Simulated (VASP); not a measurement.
Bi2Te3, 5 atoms in the cell. The structure is trigonal, space group R-3m (No. 166). The conventional cell has a = 4.430 Å, b = 4.430 Å, c = 30.497 Å, α = 90.00°, β = 90.00°, γ = 120.00°. Bi (site symmetry 3m) has 6 Te at 3.10 to 3.27 Å within 4.1 Å. Te (site symmetry -3m) has 6 Bi at 3.27 Å and 12 Te at 4.43 to 4.56 Å within 4.6 Å. Within 4.1 Å of Te (site symmetry 3m) lie 3 Bi at 3.10 Å and 3 Te at 3.66 Å.  This cell differs from its parent crystal: equal xx and yy strain of +1 %.

| Quantity | Value |
| --- | --- |
| Program | VASP 6.6.1 |
| Task | electric field gradients |
| Functional | PBE |
| Potentials or basis | VASP PAW PBE potentials, release 64 (Bi_d, Te) |
| Cutoff | 520 eV |
| k mesh | 7 × 7 × 7 |
| Occupations | fermi-dirac, width 0.08 eV |
| Spin | no spin polarisation |
| Dipole correction | no |
| Further INCAR settings | ALGO = Normal; EDIFF = 1e-08; NBANDS = 32 |

Potentials or basis: VASP PAW PBE potentials, release 64 (Bi_d, Te).

The run is started by

```console
$ cat potpaw_PBE.64/Bi_d/POTCAR potpaw_PBE.64/Te/POTCAR > POTCAR
$ mpirun -np 1 vasp_std > vasp.out
```

Hardware: 1 thread of Oxide Virtual Turin-like Processor, with other jobs on the host.

Question: Estimate the wall time of this run.

Answer: It took 22 min on 1 thread of Oxide Virtual Turin-like Processor (shared host), peak memory 0.97 GiB. Counts: scf iterations 18, k points 44.
